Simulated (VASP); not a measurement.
# Si4C5 in VASP: further runs

Runs on Si4C5. Level: PBE. Tasks: single point.

Everything below comes from runs of VASP 6.6.1. Logs are shortened: lines on timing, memory, paths and dates and some standing lists are left out, and cuts for length are marked.

**1. The cell of the first run**

The cell holds a slab with vacuum, 9 atoms: a = 3.092 Å, b = 5.074 Å, c = 18.969 Å, α = 90.00°, β = 90.00°, γ = 90.00°.

**2. Single point, PBE, collinear spin**

File INCAR:

```
SYSTEM = Si4C5
  PREC = Accurate
  ENCUT = 520
  EDIFF = 1E-6
  ISMEAR = 0
  SIGMA = 0.05
  LREAL = .False.
  LASPH = .True.
  NELM = 150
  ALGO = Normal
  ISIF = 2
  LWAVE = .False.
  LCHARG = .False.
  ISPIN = 2
  MAGMOM = 0 0 0 0 0 0 0 0 2
  LORBIT = 11
  LDIPOL = .True.
  IDIPOL = 3
  DIPOL = 0.5 0.5 0.322
  GGA = PE
  NBANDS = 32
```

File KPOINTS:

```
regular mesh
0
Gamma
  9 5 1
  0 0 0
```

File POSCAR:

```
Si4C5
1.0
    3.0920147294      0.0000000000      0.0000000000
    0.0000000000      5.0738209150      0.0000000000
    0.0000000000      0.0000000000     18.9686857271
Si C
4 5
Direct
    0.0000000000      0.9954360478      0.2108738611
    0.5000000000      0.4954360478      0.2579297184
    0.5000000000      0.9936728437      0.3565277199
    0.0000000000      0.4650509218      0.3853429993
    0.0000000000      0.6195639522      0.2108738611
    0.5000000000      0.1195639522      0.2579297184
    0.5000000000      0.6250367736      0.3569005385
    0.0000000000      0.1238202484      0.3937376492
    0.0000000000      0.1238202484      0.4696966152
```

Potentials or basis: VASP PAW PBE potentials, release 64 (Si, C).

The run is started by

```bash
cat potpaw_PBE.64/Si/POTCAR potpaw_PBE.64/C/POTCAR > POTCAR
mpirun -np 1 vasp_std > vasp.out
```

OUTCAR:

```text
SYSTEM = Si4C5
   PREC = Accurate
   ENCUT = 520
   EDIFF = 1E-6
   ISMEAR = 0
   LREAL = .False.
   LASPH = .True.
   NELM = 150
   ISIF = 2
   ISPIN = 2
   LORBIT = 11
   GGA = PE

 ion  position               nearest neighbor table
   1  0.000  0.995  0.211-   6 1.89   6 1.89   5 1.91   2 3.10   2 3.10   2 3.10   2 3.10
   2  0.500  0.495  0.258-   5 1.89   5 1.89   6 1.91   7 1.99   4 2.87   4 2.87   1 3.10   1 3.10
                             1 3.10   1 3.10   3 3.14
   3  0.500  0.994  0.357-   8 1.82   8 1.82   7 1.87   6 1.98   4 2.90   4 2.90   4 3.14   4 3.14
                             2 3.14
   4  0.000  0.465  0.385-   8 1.74   7 1.83   7 1.83   9 2.36   2 2.87   2 2.87   3 2.90   3 2.90
                             3 3.14   3 3.14
   5  0.000  0.620  0.211-   2 1.89   2 1.89   1 1.91
   6  0.500  0.120  0.258-   1 1.89   1 1.89   2 1.91   3 1.98
   7  0.500  0.625  0.357-   4 1.83   4 1.83   3 1.87   2 1.99
   8  0.000  0.124  0.394-   9 1.44   4 1.74   3 1.82   3 1.82
   9  0.000  0.124  0.470-   8 1.44   4 2.36

  LATTYP: Found a simple orthorhombic cell.
 ALAT       =     3.0920147294
 B/A-ratio  =     1.6409433198
 C/A-ratio  =     6.1347333008

  Lattice vectors:

 A1 = (   3.0920147294,   0.0000000000,   0.0000000000)
 A2 = (   0.0000000000,   5.0738209150,   0.0000000000)
 A3 = (   0.0000000000,   0.0000000000,  18.9686857271)

Analysis of symmetry for initial positions (statically):
=====================================================================
 Subroutine PRICEL returns:
 Original cell was already a primitive cell.

 Routine SETGRP: Setting up the symmetry group for a
 simple orthorhombic supercell.

 Subroutine GETGRP returns: Found  2 space group operations
 (whereof  2 operations were pure point group operations)
 out of a pool of  8 trial point group operations.

The static configuration has the point symmetry C_1h.

Analysis of symmetry for dynamics (positions and initial velocities):
=====================================================================
 Subroutine PRICEL returns:
 Original cell was already a primitive cell.

 Routine SETGRP: Setting up the symmetry group for a
 simple orthorhombic supercell.

 Subroutine GETGRP returns: Found  2 space group operations
 (whereof  2 operations were pure point group operations)
 out of a pool of  8 trial point group operations.

The dynamic configuration has the point symmetry C_1h.

Analysis of structural, dynamic, and magnetic symmetry:
=====================================================================
 Subroutine PRICEL returns:
 Original cell was already a primitive cell.

 Routine SETGRP: Setting up the symmetry group for a
 simple orthorhombic supercell.

 Subroutine GETGRP returns: Found  2 space group operations
 (whereof  2 operations were pure point group operations)
 out of a pool of  8 trial point group operations.

The overall configuration has the point symmetry C_1h.

 Subroutine INISYM returns: Found  2 space group operations
 (whereof  2 operations are pure point group operations),
 and found     1 'primitive' translations

----------------------------------------------------------------------------------------

                                     Primitive cell

  volume of cell :     297.5870

  direct lattice vectors                    reciprocal lattice vectors
     3.092014729  0.000000000  0.000000000     0.323413725  0.000000000  0.000000000
     0.000000000  5.073820915  0.000000000     0.000000000  0.197090125  0.000000000
     0.000000000  0.000000000 18.968685727     0.000000000  0.000000000  0.052718465

  length of vectors
     3.092014729  5.073820915 18.968685727     0.323413725  0.197090125  0.052718465

  position of ions in fractional coordinates (direct lattice)
     0.000000000  0.995436048  0.210873861
     0.500000000  0.495436048  0.257929718
     0.500000000  0.993672844  0.356527720
     0.000000000  0.465050922  0.385342999
     0.000000000  0.619563952  0.210873861
[... 70 lines left out ...]
   ISTART =      0    job   : 0-new  1-cont  2-samecut
   ICHARG =      2    charge: 1-file 2-atom 10-const
   ISPIN  =      2    spin polarized calculation?
   LNONCOLLINEAR =      F non collinear calculations
   LSORBIT =      F    spin-orbit coupling
   LASPH  =      T    aspherical Exc in radial PAW
   ENCUT  =  520.0 eV  38.22 Ry    6.18 a.u.   5.75  9.43 35.27*2*pi/ulx,y,z
   NELM   =    150;   NELMIN=  2; NELMDL= -5     # of ELM steps
   EDIFF  = 0.1E-05   stopping-criterion for ELM
   LREAL  =      F    real-space projection
   EDIFFG = 0.1E-04   stopping-criterion for IOM
   NSW    =      0    number of steps for IOM
   IBRION =     -1    ionic relax: 0-MD 1-quasi-New 2-CG
   NFREE  =      0    steps in history (QN), initial steepest desc. (CG)
   ISIF   =      2    stress and relaxation
   ISYM   =      2    0-nonsym 1-usesym 2-fastsym
   POTIM  = 0.5000    time-step for ionic-motion
   TEBEG  =    0.0;   TEEND  =   0.0 temperature during run
   PSTRESS=    0.0 pullay stress
   NELECT =      36.0000    total number of electrons
   NUPDOWN=      -1.0000    fix difference up-down
   EMIN   =  10.00;   EMAX   =-10.00  energy-range for DOS
   EFERMI =   0.00;   METHOD = LEGACY
   ISMEAR =     0;   SIGMA  =   0.05  broadening in eV -4-tet -1-fermi 0-gaus
   EFERMI_NEDOS =   21; number of points for ismear=-14 and -15
   IALGO  =     38    algorithm
   IMIX   =      4    mixing-type and parameters
     AMIX     =   0.40;   BMIX     =  1.00
     AMIX_MAG =   1.60;   BMIX_MAG =  1.00
  volume/ion in A,a.u.               =      33.07       223.14
  Fermi-wavevector in a.u.,A,eV,Ry     =   0.809663  1.530041  8.919359  0.655554
  Thomas-Fermi vector in A             =   1.918696
   LORBIT       =     11    0 simple, 1 ext, 2 COOP (PROOUT), +10 PAW based schemes
   GGA     = PE    functional components
   LHFCALC =     F    Hartree Fock is set to
   AEXX    =    0.0000 exact exchange contribution
   IVDW    =     0    specifies the selected vdW correction
   LEPSILON=     F    determine dielectric tensor
   LRPA    =     F    only Hartree local field effects (RPA)
 spin polarized calculation
 Gauss-broadening in eV      SIGMA  =   0.05
  energy-cutoff  :      520.00
  volume of cell :      297.59
 maximum number of plane-waves:      8052
 NGX is ok and might be reduce to    24
   NGX = 11   NGY = 19   NGZ = 71

 dipolmoment           0.000000      0.000000     -0.009773 electrons x Angstroem

 number of electron      35.9999998 magnetization       0.7542824

 dipolmoment           0.000000      0.000000      0.156195 electrons x Angstroem

 Free energy of the ion-electron system (eV)
  ---------------------------------------------------
  ext. energy  EPLUGINS =         0.00000000
  ---------------------------------------------------
  free energy    TOTEN  =       -59.84118530 eV

  energy without entropy =      -59.83971948  energy(sigma->0) =      -59.84045239

 E-fermi :  -1.2476     XC(G=0):  -4.4415

 val. band max:       -1.2973736580   @ k =   0.2222   0.4000   0.0000
 cond. band min:      -1.2093096154   @ k =   0.3333   0.0000   0.0000
 fundamental gap:      0.0880640426
 Fermi energy:        -1.2476040955

 spin component 1

 k-point     1 :       0.0000    0.0000    0.0000
  band No.  band energies     occupation
      1     -18.5434      1.00000
      2     -16.1284      1.00000
      3     -14.7414      1.00000
      4     -12.7096      1.00000
      5     -11.3026      1.00000
      6     -10.9190      1.00000
[... 484 lines left out ...]
     29       5.1257      0.00000
     30       5.9280      0.00000
 Fermi energy:        -1.2476040955

 spin component 2

 k-point     1 :       0.0000    0.0000    0.0000
  band No.  band energies     occupation
      1     -18.3908      1.00000
      2     -16.0457      1.00000
      3     -14.7059      1.00000
      4     -12.5821      1.00000
      5     -11.1796      1.00000
      6     -10.6856      1.00000
[... 484 lines left out ...]
     29       5.1770      0.00000
     30       6.0177      0.00000
 [bands above 30 left out]

------------------------ aborting loop because EDIFF is reached ----------------------------------------

 vacuum level on the upper side and lower side of the slab       (xc-potential included)         0.875        -0.876

  FORCE on cell =-STRESS in cart. coord.  units (eV):
  Direction    XX          YY          ZZ          XY          YZ          ZX
  --------------------------------------------------------------------------------------
  -------------------------------------------------------------------------------------
  Total        2.7902148      2.7692930     -2.4125122      0.0000000      3.0299506      0.0000000
  in kB       15.0222259     14.9095854    -12.9887143      0.0000000     16.3129384      0.0000000
  external PRESSURE =       5.6476990 kB  Pullay stress =       0.0000000 kB

 VOLUME and BASIS-vectors are now :
 -----------------------------------------------------------------------------
  energy-cutoff  :      520.00
  volume of cell :      297.59
      direct lattice vectors                 reciprocal lattice vectors
     3.092014729  0.000000000  0.000000000     0.323413725  0.000000000  0.000000000
     0.000000000  5.073820915  0.000000000     0.000000000  0.197090125  0.000000000
     0.000000000  0.000000000 18.968685727     0.000000000  0.000000000  0.052718465

 POSITION                                       TOTAL-FORCE (eV/Angst)
 -----------------------------------------------------------------------------------
      0.00000      5.05066      4.00000         0.000000     -1.979718      1.468796
      1.54601      2.51375      4.89259         0.000000      0.756055     -2.581131
      1.54601      5.04172      6.76286         0.000000     -1.569328     -3.116288
      0.00000      2.35959      7.30945         0.000000      2.837068      1.249494
      0.00000      3.14356      4.00000         0.000000      1.098611      1.525170
      1.54601      0.60665      4.89259         0.000000      0.343032      0.270804
      1.54601      3.17132      6.76993         0.000000     -0.389361      0.108968
      0.00000      0.62824      7.46869         0.000000     -2.399119      0.986028
      0.00000      0.62824      8.90953         0.000000      1.302759      0.088160
 -----------------------------------------------------------------------------------
    total drift:                                0.000000     -0.000130      0.000111

  FREE ENERGIE OF THE ION-ELECTRON SYSTEM (eV)
  ---------------------------------------------------
  free  energy   TOTEN  =       -59.8411852992 eV

  energy  without entropy=      -59.8397194814  energy(sigma->0) =      -59.84045239

 vacuum level on the upper side and lower side of the slab         5.534         3.732

 total charge

# of ion       s       p       d       tot
------------------------------------------
    1        0.746   0.871   0.000   1.618
    2        0.709   0.917   0.000   1.626
    3        0.723   0.955   0.000   1.679
    4        0.729   1.004   0.000   1.732
    5        0.859   1.526   0.000   2.385
    6        0.844   1.636   0.000   2.480
    7        0.844   1.689   0.000   2.533
    8        0.880   1.835   0.000   2.714
    9        0.995   1.203   0.000   2.198
--------------------------------------------------
tot          7.329  11.636   0.000  18.965

 magnetization (x)

# of ion       s       p       d       tot
------------------------------------------
    1       -0.019  -0.056   0.000  -0.076
    2       -0.001  -0.001   0.000  -0.001
    3        0.014   0.013   0.000   0.027
    4        0.002   0.045   0.000   0.047
    5        0.003   0.052   0.000   0.055
    6        0.001   0.004   0.000   0.006
    7        0.002   0.018   0.000   0.020
    8       -0.002   0.010   0.000   0.008
    9        0.017   0.263   0.000   0.280
--------------------------------------------------
tot          0.018   0.347   0.000   0.365
```

Run time: 7.2 min. Hardware: 1 thread of Intel Xeon Platinum 8375C at 2.90GHz (Ice Lake), shared host; peak memory 0.55 GiB.

What came out:

```yaml
Free_energy: -59.8412 eV
Largest_force: 3.489 eV/Å
Net_moment: 0.75 μB per cell
Site_moments: Si -0.08, -0.00, +0.03, +0.05; C +0.06, +0.01, +0.02, +0.28 μB
Valence_electrons_inside_the_program's_atomic_spheres: Si 1.62, 1.63, 1.68, 1.73; C 2.38, 2.48, 2.53, 2.71, 2.20
```

Forces in eV/Å, atoms in the order of the input:
```
Si   0.000 -1.980  1.469
Si   0.000  0.756 -2.581
Si   0.000 -1.569 -3.116
Si   0.000  2.837  1.249
C    0.000  1.099  1.525
C    0.000  0.343  0.271
C    0.000 -0.389  0.109
C    0.000 -2.399  0.986
C    0.000  1.303  0.088
```

Levels at points of the mesh, in eV from the Fermi level:
Spin up:
```csv
k point,band 15,band 16,band 17,band 18,band 19,band 20,band 21,band 22
"(0.00, 0.00, 0.00)",-2.29,-1.08,-0.81,0.16,1.01,1.63,1.93,2.13
```
Spin down:
| k point | band 15 | band 16 | band 17 | band 18 | band 19 | band 20 | band 21 | band 22 |
| --- | --- | --- | --- | --- | --- | --- | --- | --- |
| (0.00, 0.00, 0.00) | -2.16 | -0.99 | -0.75 | 0.51 | 1.00 | 1.72 | 2.42 | 2.85 |

**3. Single point, PBE, collinear spin**

File INCAR:

```
SYSTEM = Si4C5
  PREC = Accurate
  ENCUT = 520
  EDIFF = 1E-6
  ISMEAR = 0
  SIGMA = 0.05
  LREAL = .FALSE.
  LASPH = .TRUE.
  NELM = 150
  ALGO = Normal
  ISIF = 2
  LWAVE = .FALSE.
  LCHARG = .FALSE.
  ISPIN = 2
  MAGMOM = 0 0 0 0 0 0 0 0 2
  LORBIT = 11
  LDIPOL = .TRUE.
  IDIPOL = 3
  DIPOL = 0.5 0.5 0.324
  GGA = PE
  NBANDS = 32
```

File KPOINTS:

```
Automatic mesh
0
G
  9 5 1
  0 0 0
```

POSCAR, as its differences from that of step 2:

```diff
@@ -16,2 +16,2 @@
     0.0000000000      0.1238202484      0.3937376492
-    0.0000000000      0.1238202484      0.4696966152
+    0.0000000000      0.4571535817      0.4839784113
```

Potentials or basis: VASP PAW PBE potentials, release 64 (Si, C).

The run is started by

```bash
cat potpaw_PBE.64/Si/POTCAR potpaw_PBE.64/C/POTCAR > POTCAR
mpirun -np 1 vasp_std > vasp.out
```

It took 6.5 min on 1 thread of Intel Xeon Platinum 8375C at 2.90GHz (Ice Lake), shared host; peak memory 0.55 GiB.

The run converged. Its results:

```
Free energy                                           : -58.6939 eV
Largest force                                         : 2.820 eV/Å
Net moment                                            : 0.89 μB per cell
Site moments                                          : Si +0.01, +0.00; C +0.03, +0.00, +0.06, -0.02, +0.36 μB
Valence electrons inside the program's atomic spheres : Si 1.61, 1.63, 1.68, 1.79; C 2.39, 2.48, 2.55, 2.52, 2.08
```

Forces on the atoms (eV/Å):
```
Si   0.000 -2.033  1.954
Si   0.000  0.867 -2.139
Si   0.000 -0.616  0.236
Si   0.000  2.176  0.971
C    0.000  1.167  1.299
C    0.000  0.297 -0.902
C    0.000 -0.106 -1.619
C    0.000 -0.725  0.155
C    0.000 -1.027  0.046
```

Levels at points of the mesh, in eV from the Fermi level:
Spin up:
```csv
k point,band 16,band 17,band 18,band 19,band 20,band 21
"(0.00, 0.00, 0.00)",-0.95,-0.39,-0.17,1.01,1.33,1.56
```
Spin down:
| k point | band 15 | band 16 | band 17 | band 18 | band 19 | band 20 |
| --- | --- | --- | --- | --- | --- | --- |
| (0.00, 0.00, 0.00) | -1.32 | -0.43 | -0.36 | 0.10 | 1.32 | 1.74 |

**4. Single point, PBE, collinear spin**

File INCAR:

```
SYSTEM = Si4C5
  PREC = Accurate
  ENCUT = 520
  EDIFF = 1E-6
  ISMEAR = 0
  SIGMA = 0.05
  LREAL = .False.
  LASPH = .True.
  NELM = 150
  ALGO = Normal
  ISIF = 2
  LWAVE = .False.
  LCHARG = .False.
  ISPIN = 2
  MAGMOM = 0 0 0 0 0 0 0 0 2
  LORBIT = 11
  LDIPOL = .True.
  IDIPOL = 3
  DIPOL = 0.5 0.5 0.321
  GGA = PE
  NBANDS = 32
```

File KPOINTS:

```
Automatic mesh
0
Gamma
  9 5 1
  0 0 0
```

POSCAR, as its differences from that of step 3:

```diff
@@ -16,2 +16,2 @@
     0.0000000000      0.1238202484      0.3937376492
-    0.0000000000      0.4571535817      0.4839784113
+    0.0000000000      0.9571535817      0.4576282575
```

The run is started by

```bash
cat potpaw_PBE.64/Si/POTCAR potpaw_PBE.64/C/POTCAR > POTCAR
mpirun -np 1 vasp_std > vasp.out
```

Wall time 8.8 min (1 thread of Intel Xeon Platinum 8375C at 2.90GHz (Ice Lake), shared host); peak memory 0.56 GiB.

The run converged. Its results:

| Quantity | Value |
| --- | --- |
| Free energy | -59.6167 eV |
| Largest force | 4.047 eV/Å |
| Net moment | 0.88 μB per cell |
| Site moments | Si +0.07, +0.01, +0.02, +0.03; C +0.01, +0.00, +0.02, -0.00, +0.26 μB |
| Valence electrons inside the program's atomic spheres | Si 1.62, 1.64, 1.67, 1.72; C 2.38, 2.48, 2.54, 2.68, 2.19 |

Forces in eV/Å, atoms in the order of the input:
```
Si   0.000 -1.859  1.377
Si   0.000  0.725 -2.830
Si   0.000 -1.320 -2.412
Si   0.000  3.980  0.735
C    0.000  0.985  1.562
C    0.000  0.257 -0.161
C    0.000 -0.840 -0.599
C    0.000 -1.402  2.276
C    0.000 -0.526  0.050
```

Levels at points of the mesh, in eV from the Fermi level:
Spin up:
| k point | band 16 | band 17 | band 18 | band 19 | band 20 | band 21 |
| --- | --- | --- | --- | --- | --- | --- |
| (0.00, 0.00, 0.00) | -1.35 | -0.92 | 0.07 | 0.48 | 1.36 | 1.50 |
Spin down:
```csv
k point,band 14,band 15,band 16,band 17,band 18,band 19,band 20,band 21
"(0.00, 0.00, 0.00)",-2.75,-2.44,-1.23,-0.90,0.69,0.90,1.45,1.74
```

(Part 1 of 2 ends here.)
